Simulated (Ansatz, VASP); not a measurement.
# Cd4Se: VASP beside Ansatz

```xyz
10
Lattice="6.4000 0.0000 0.0000 0.0000 6.4000 0.0000 0.0000 0.0000 5.7500" Properties=species:S:1:pos:R:3 pbc="T T T"
Cd    2.0800    5.2800    4.2838
Cd    1.1200    2.0800    4.2838
Cd    4.3200    1.1200    4.2838
Cd    5.2800    4.3200    4.2838
Cd    4.3200    5.2800    1.4663
Cd    5.2800    2.0800    1.4663
Cd    1.1200    4.3200    1.4663
Cd    2.0800    1.1200    1.4663
Se    0.0000    0.0000    0.0000
Se    3.2000    3.2000    0.0000
```

Alike in both runs: task relaxation of cell and atoms; functional PBE; k mesh 3 × 3 × 3; occupations gaussian, width 0.2 eV; no spin polarisation.

```csv
,VASP,Ansatz
version,VASP 6.6.1,Ansatz 0.2.0
potentials or method,"VASP PAW PBE potentials, release 64 (Cd, Se), cutoff 600 eV","scalar-relativistic, plane waves, PAW"
valence electrons in the cell,108,192
```

Ansatz gave:

```
gap on the k mesh at the Fermi level, each at its own relaxed structure (eV) : none
relaxed volume (Å³/atom)                                                     : 24.91
relaxed length of the cell vector where the two differ most in proportion (Å)              : 6.595
```

Problem. Estimate VASP's values.

Solution. gap on the k mesh at the Fermi level, each at its own relaxed structure (eV): none; relaxed volume (Å³/atom): 24.62; relaxed length of the cell vector where the two differ most in proportion (Å): 6.878.

A gap of «none» marks a metal or a gap that the smearing closes. VASP's potentials hold 108 valence electrons a cell and Ansatz's 192, so a difference there can come from the potentials and not from the codes.

The k mesh is coarse, so the values compare programs but aren't converged.
